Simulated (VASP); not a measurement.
# C (R-3m) in VASP: further runs

The runs below take C through single point, with PBE.

Everything below comes from runs of VASP 6.6.1. Logs are shortened: lines on timing, memory, paths and dates and some standing lists are left out, and cuts for length are marked.

## 1. The cell of the first run

It takes space group R-3m (No. 166, trigonal). The conventional cell has a = 2.488 Å, b = 2.488 Å, c = 6.197 Å, α = 90.00°, β = 90.00°, γ = 120.00°. C (site symmetry 3m) has 4 C at 1.53 to 1.55 Å within 2.0 Å.

## 2. Single point, PBE (strained cell)

INCAR

```
ALGO = Normal
EDIFF = 1E-6
ENCUT = 600
GGA = PE
GGA_COMPAT = False
ISIF = 2
ISMEAR = 0
LASPH = True
LCHARG = True
LELF = True
LREAL = False
LVHAR = True
LWAVE = False
NBANDS = 11
NELM = 120
PREC = Accurate
SIGMA = 0.02
```

KPOINTS

```
k-points
0
Gamma
  9 9 9
```

POSCAR

```
C
1.0
    0.0198477467      1.7788636985      1.7788636985
    1.7788636985      0.0198477467      1.7788636985
    1.7788636985      1.7788636985      0.0198477467
C
2
Direct
    0.0001450983      0.0001450983      0.0001450983
    0.2498549017      0.2498549017      0.2498549017
```

Potentials or basis: VASP PAW PBE potentials, release 64 (C).

On the command line:

```
cat potpaw_PBE.64/C/POTCAR > POTCAR
mpirun -np 1 vasp_std > vasp.out
```

OUTCAR:

```text
EDIFF = 1E-6
   ENCUT = 600
   GGA = PE
   ISIF = 2
   ISMEAR = 0
   LASPH = True
   LREAL = False
   NELM = 120
   PREC = Accurate

 ion  position               nearest neighbor table
   1  0.000  0.000  0.000-   2 1.53   2 1.53   2 1.53   2 1.55
   2  0.250  0.250  0.250-   1 1.53   1 1.53   1 1.53   1 1.55

  LATTYP: Found a trigonal (rhomboedric) cell.
 ALAT       =     2.5157714619
 COS(alpha) =     0.5111257269

  Lattice vectors:

 A1 = (   0.0198477467,   1.7788636985,   1.7788636985)
 A2 = (   1.7788636985,   0.0198477467,   1.7788636985)
 A3 = (   1.7788636985,   1.7788636985,   0.0198477467)

Analysis of symmetry for initial positions (statically):
=====================================================================
 Subroutine PRICEL returns:
 Original cell was already a primitive cell.

 Routine SETGRP: Setting up the symmetry group for a
 trigonal (rhombohedral) supercell.

 Subroutine GETGRP returns: Found 12 space group operations
 (whereof  6 operations were pure point group operations)
 out of a pool of 12 trial point group operations.

The static configuration has the point symmetry C_3v.
 The point group associated with its full space group is D_3d.

Analysis of symmetry for dynamics (positions and initial velocities):
=====================================================================
 Subroutine PRICEL returns:
 Original cell was already a primitive cell.

 Routine SETGRP: Setting up the symmetry group for a
 trigonal (rhombohedral) supercell.

 Subroutine GETGRP returns: Found 12 space group operations
 (whereof  6 operations were pure point group operations)
 out of a pool of 12 trial point group operations.

The dynamic configuration has the point symmetry C_3v.
 The point group associated with its full space group is D_3d.

 Subroutine INISYM returns: Found 12 space group operations
 (whereof  6 operations are pure point group operations),
 and found     1 'primitive' translations

----------------------------------------------------------------------------------------

                                     Primitive cell

  volume of cell :      11.0695

  direct lattice vectors                    reciprocal lattice vectors
     0.019847747  1.778863698  1.778863698    -0.285826806  0.282672871  0.282672871
     1.778863698  0.019847747  1.778863698     0.282672871 -0.285826806  0.282672871
     1.778863698  1.778863698  0.019847747     0.282672871  0.282672871 -0.285826806

  length of vectors
     2.515771462  2.515771462  2.515771462     0.491431447  0.491431447  0.491431447

  position of ions in fractional coordinates (direct lattice)
     0.000145098  0.000145098  0.000145098
     0.249854902  0.249854902  0.249854902

  ion indices of the primitive-cell ions
   primitive index   ion index
                 1           1
                 2           2

----------------------------------------------------------------------------------------

 KPOINTS: k-points

Automatic generation of k-mesh.
 Grid dimensions read from file:
 generate k-points for:    9    9    9

 Generating k-lattice:

  Cartesian coordinates                     Fractional coordinates (reciprocal lattice)
    -0.031758534  0.031408097  0.031408097     0.111111111  0.000000000 -0.000000000
     0.031408097 -0.031758534  0.031408097     0.000000000  0.111111111 -0.000000000
     0.031408097  0.031408097 -0.031758534     0.000000000  0.000000000  0.111111111

  Length of vectors
     0.054603494  0.054603494  0.054603494

  Shift w.r.t. Gamma in fractional coordinates (k-lattice)
     0.000000000  0.000000000  0.000000000

 Subroutine IBZKPT returns following result:
 ===========================================

 Found     85 irreducible k-points:

 Following reciprocal coordinates:
            Coordinates               Weight
  0.000000  0.000000  0.000000      1.000000
  0.111111 -0.000000 -0.000000      6.000000
  0.222222  0.000000 -0.000000      6.000000
  0.333333  0.000000 -0.000000      6.000000
  0.444444  0.000000 -0.000000      6.000000
  0.111111  0.111111 -0.000000      6.000000
[... 16 lines left out ...]
 -0.333333  0.333333  0.000000      6.000000
  0.444444  0.444444  0.000000      6.000000
 [... further k-points ...]
   k-points           NKPTS =     85   k-points in BZ     NKDIM =     85   number of bands    NBANDS=     11
   number of dos      NEDOS =    301   number of ions     NIONS =      2
   total plane-waves  NPLWV =   8000
   dimension x,y,z NGX =    20 NGY =   20 NGZ =   20
   dimension x,y,z NGXF=    40 NGYF=   40 NGZF=   40
   ions per type =               2
   NGX,Y,Z   is equivalent  to a cutoff of  13.22, 13.22, 13.22 a.u.
   NGXF,Y,Z  is equivalent  to a cutoff of  26.43, 26.43, 26.43 a.u.
 SYSTEM =  unknown system
   PREC   = accura    normal or accurate (medium, high low for compatibility)
   ISTART =      0    job   : 0-new  1-cont  2-samecut
   ICHARG =      2    charge: 1-file 2-atom 10-const
   ISPIN  =      1    spin polarized calculation?
   LNONCOLLINEAR =      F non collinear calculations
   LSORBIT =      F    spin-orbit coupling
   LASPH  =      T    aspherical Exc in radial PAW
   ENCUT  =  600.0 eV  44.10 Ry    6.64 a.u.   5.02  5.02  5.02*2*pi/ulx,y,z
   NELM   =    120;   NELMIN=  2; NELMDL= -5     # of ELM steps
   EDIFF  = 0.1E-05   stopping-criterion for ELM
   LREAL  =      F    real-space projection
   EDIFFG = 0.1E-04   stopping-criterion for IOM
   NSW    =      0    number of steps for IOM
   IBRION =     -1    ionic relax: 0-MD 1-quasi-New 2-CG
   NFREE  =      0    steps in history (QN), initial steepest desc. (CG)
   ISIF   =      2    stress and relaxation
   ISYM   =      2    0-nonsym 1-usesym 2-fastsym
   POTIM  = 0.5000    time-step for ionic-motion
   TEBEG  =    0.0;   TEEND  =   0.0 temperature during run
   PSTRESS=    0.0 pullay stress
   NELECT =       8.0000    total number of electrons
   NUPDOWN=      -1.0000    fix difference up-down
   EMIN   =  10.00;   EMAX   =-10.00  energy-range for DOS
   EFERMI =   0.00;   METHOD = LEGACY
   ISMEAR =     0;   SIGMA  =   0.02  broadening in eV -4-tet -1-fermi 0-gaus
   EFERMI_NEDOS =   21; number of points for ismear=-14 and -15
   IALGO  =     38    algorithm
   IMIX   =      4    mixing-type and parameters
     AMIX     =   0.40;   BMIX     =  1.00
     AMIX_MAG =   1.60;   BMIX_MAG =  1.00
  volume/ion in A,a.u.               =       5.53        37.35
  Fermi-wavevector in a.u.,A,eV,Ry     =   1.469136  2.776265 29.366286  2.158361
  Thomas-Fermi vector in A             =   2.584550
   LORBIT       =      0    0 simple, 1 ext, 2 COOP (PROOUT), +10 PAW based schemes
   GGA     = PE    functional components
   LHFCALC =     F    Hartree Fock is set to
   AEXX    =    0.0000 exact exchange contribution
   IVDW    =     0    specifies the selected vdW correction
   LEPSILON=     F    determine dielectric tensor
   LRPA    =     F    only Hartree local field effects (RPA)
 non-spin polarized calculation
 Gauss-broadening in eV      SIGMA  =   0.02
  energy-cutoff  :      600.00
  volume of cell :       11.07
 maximum number of plane-waves:       379
   NGX =  9   NGY =  9   NGZ =  9

 number of electron       7.9999999 magnetization

 Free energy of the ion-electron system (eV)
  ---------------------------------------------------
  ext. energy  EPLUGINS =         0.00000000
  ---------------------------------------------------
  free energy    TOTEN  =       -18.16830427 eV

  energy without entropy =      -18.16830427  energy(sigma->0) =      -18.16830427

 E-fermi :  10.3423     XC(G=0): -13.3738

 val. band max:       10.1075806427   @ k =   0.0000   0.0000   0.0000
 cond. band min:      14.2867983392   @ k =   0.3333   0.3333   0.0000
 fundamental gap:      4.1792176966
 Fermi energy:        10.3423093222

 k-point     1 :       0.0000    0.0000    0.0000
  band No.  band energies     occupation
      1     -11.7235      2.00000
      2      10.0394      2.00000
      3      10.1076      2.00000
      4      10.1076      2.00000
      5      15.4087      0.00000
      6      15.9034      0.00000
      7      15.9034      0.00000
      8      24.0063      0.00000
      9      29.7045      0.00000
     10      36.8978      0.00000
     11      36.8978      0.00000

 k-point     2 :       0.1111   -0.0000   -0.0000
  band No.  band energies     occupation
      1     -11.3734      2.00000
      2       8.1020      2.00000
      3       9.4831      2.00000
      4       9.5448      2.00000
      5      16.1836      0.00000
      6      16.6312      0.00000
      7      16.9469      0.00000
      8      24.2713      0.00000
      9      30.2451      0.00000
     10      33.9045      0.00000
     11      34.1439      0.00000

 k-point     3 :       0.2222    0.0000   -0.0000
  band No.  band energies     occupation
      1     -10.3304      2.00000
      2       4.4084      2.00000
      3       8.4738      2.00000
      4       8.5147      2.00000
      5      17.4813      0.00000
      6      17.8963      0.00000
      7      18.2081      0.00000
      8      24.9576      0.00000
      9      30.9887      0.00000
     10      32.4527      0.00000
     11      32.8271      0.00000
[... 267 lines left out ...]
 k-point    23 :      -0.3333    0.3333    0.0000
  band No.  band energies     occupation
      1      -4.0401      2.00000
      2      -1.0471      2.00000
      3       0.4954      2.00000
      4       5.2048      2.00000
      5      16.3306      0.00000
      6      23.1506      0.00000
      7      24.2192      0.00000
      8      25.4094      0.00000
      9      27.2045      0.00000
     10      33.8953      0.00000
     11      35.3984      0.00000

 k-point    24 :       0.4444    0.4444    0.0000
  band No.  band energies     occupation
      1      -4.6058      2.00000
      2      -0.9935      2.00000
      3       3.6357      2.00000
      4       3.8717      2.00000
      5      14.4335      0.00000
      6      15.6322      0.00000
      7      26.8633      0.00000
      8      26.8742      0.00000
      9      33.3046      0.00000
     10      34.0468      0.00000
     11      43.2877      0.00000

 [... further k-points ...]

------------------------ aborting loop because EDIFF is reached ----------------------------------------

  FORCE on cell =-STRESS in cart. coord.  units (eV):
  Direction    XX          YY          ZZ          XY          YZ          ZX
  --------------------------------------------------------------------------------------
  -------------------------------------------------------------------------------------
  Total        0.9140811      0.9140811      0.9140811     -0.4597933     -0.4597933     -0.4597933
  in kB      132.3021830    132.3021830    132.3021830    -66.5495191    -66.5495191    -66.5495191
  external PRESSURE =     132.3021830 kB  Pullay stress =       0.0000000 kB

 VOLUME and BASIS-vectors are now :
 -----------------------------------------------------------------------------
  energy-cutoff  :      600.00
  volume of cell :       11.07
      direct lattice vectors                 reciprocal lattice vectors
     0.019847747  1.778863698  1.778863698    -0.285826806  0.282672871  0.282672871
     1.778863698  0.019847747  1.778863698     0.282672871 -0.285826806  0.282672871
     1.778863698  1.778863698  0.019847747     0.282672871  0.282672871 -0.285826806

 POSITION                                       TOTAL-FORCE (eV/Angst)
 -----------------------------------------------------------------------------------
      0.00052      0.00052      0.00052         0.002517      0.002517      0.002517
      0.89387      0.89387      0.89387        -0.002517     -0.002517     -0.002517
 -----------------------------------------------------------------------------------
    total drift:                                0.000000      0.000000      0.000000

  FREE ENERGIE OF THE ION-ELECTRON SYSTEM (eV)
  ---------------------------------------------------
  free  energy   TOTEN  =       -18.1683042690 eV

  energy  without entropy=      -18.1683042690  energy(sigma->0) =      -18.16830427
```

Run time: 10 s. Hardware: 1 thread of AMD EPYC 7R13 (Zen 3), shared host; peak memory 0.09 GiB.

Results:

```yaml
Free_energy: -18.1683 eV
Pressure: 13.2 GPa
Largest_force: 0.004 eV/Å
Band_gap_on_the_k_mesh: 4.18 eV (least direct gap 5.30 eV)
```

Forces in eV/Å, atoms in the order of the input:
```
C    0.003  0.003  0.003
C   -0.003 -0.003 -0.003
```

Caveat: the cell differs from its parent crystal (strained cell); the cell stands under pressure; an odd mesh through Γ misses points on the zone boundary, where band edges can lie.

## 3. Single point, PBE (strained cell)

INCAR

```
SYSTEM = C
  PREC = Accurate
  ENCUT = 600
  EDIFF = 1E-6
  ISMEAR = 0
  SIGMA = 0.02
  LREAL = .False.
  LASPH = .True.
  NELM = 120
  ALGO = Normal
  ISIF = 2
  LWAVE = .False.
  LCHARG = .True.
  GGA = PE
  LELF = .True.
  LVHAR = .True.
  NBANDS = 11
  GGA_COMPAT = .False.
```

KPOINTS

```
regular mesh
0
Gamma
  9 9 9
  0 0 0
```

POSCAR

```
C
1.0
    0.0198051387      1.7788210906      1.7788210906
    1.7788210906      0.0198051387      1.7788210906
    1.7788210906      1.7788210906      0.0198051387
C
2
Direct
    0.0001450983      0.0001450983      0.0001450983
    0.2498549017      0.2498549017      0.2498549017
```

Potentials or basis: VASP PAW PBE potentials, release 64 (C).

On the command line:

```
cat potpaw_PBE.64/C/POTCAR > POTCAR
mpirun -np 1 vasp_std > vasp.out
```

It took 11 s on 1 thread of AMD EPYC 7R13 (Zen 3), shared host; peak memory 0.09 GiB.

It converged, with:

- Free energy: -18.1683 eV
- Pressure: 13.2 GPa
- Largest force: 0.004 eV/Å
- Band gap on the k mesh: 4.18 eV (least direct gap 5.30 eV)

Forces on the atoms (eV/Å):
```
C    0.002  0.002  0.002
C   -0.002 -0.002 -0.002
```

Stress tensor (GPa, compression positive):
```
13.25 -6.64 -6.64
-6.64 13.25 -6.64
-6.64 -6.64 13.25
```

Levels at points of the mesh, in eV from the valence-band top:
```csv
k point,band 2,band 3,band 4,band 5,band 6,band 7
"(0.00, 0.00, 0.00)",-0.07,0.00,0.00,5.30,5.80,5.80
```

Caveat: the cell differs from its parent crystal (strained cell); the cell stands under pressure; an odd mesh through Γ misses points on the zone boundary, where band edges can lie.

## 4. Single point, PBE

INCAR

```
ALGO = Normal
EDIFF = 1E-6
ENCUT = 600
GGA = PE
GGA_COMPAT = False
ISIF = 2
ISMEAR = 0
LASPH = True
LCHARG = True
LELF = True
LREAL = False
LVHAR = True
LWAVE = False
NBANDS = 11
NELM = 120
PREC = Accurate
SIGMA = 0.01
```

KPOINTS

```
k-points
0
Gamma
  9 9 9
```

POSCAR is that of step 3.

On the command line:

```
cat potpaw_PBE.64/C/POTCAR > POTCAR
mpirun -np 1 vasp_std > vasp.out
```

Run time: 10 s. Hardware: 1 thread of AMD EPYC 7R13 (Zen 3), shared host; peak memory 0.09 GiB.

The run converged. Its results:

| Item | Value |
| --- | --- |
| Free energy | -18.1683 eV |
| Pressure | 13.2 GPa |
| Largest force | 0.004 eV/Å |
| Band gap on the k mesh | 4.18 eV (least direct gap 5.30 eV) |

Forces on the atoms (eV/Å):
```
C    0.002  0.002  0.002
C   -0.002 -0.002 -0.002
```

Stress tensor (GPa, compression positive):
```
13.25 -6.64 -6.64
-6.64 13.25 -6.64
-6.64 -6.64 13.25
```

Levels at points of the mesh, in eV from the valence-band top:
| k point | band 1 | band 2 | band 3 | band 4 | band 5 | band 6 | band 7 | band 8 |
| --- | --- | --- | --- | --- | --- | --- | --- | --- |
| (0.00, 0.00, 0.00) | -21.83 | -0.07 | 0.00 | 0.00 | 5.30 | 5.80 | 5.80 | 13.90 |

Caveat: the cell stands under pressure; an odd mesh through Γ misses points on the zone boundary, where band edges can lie.
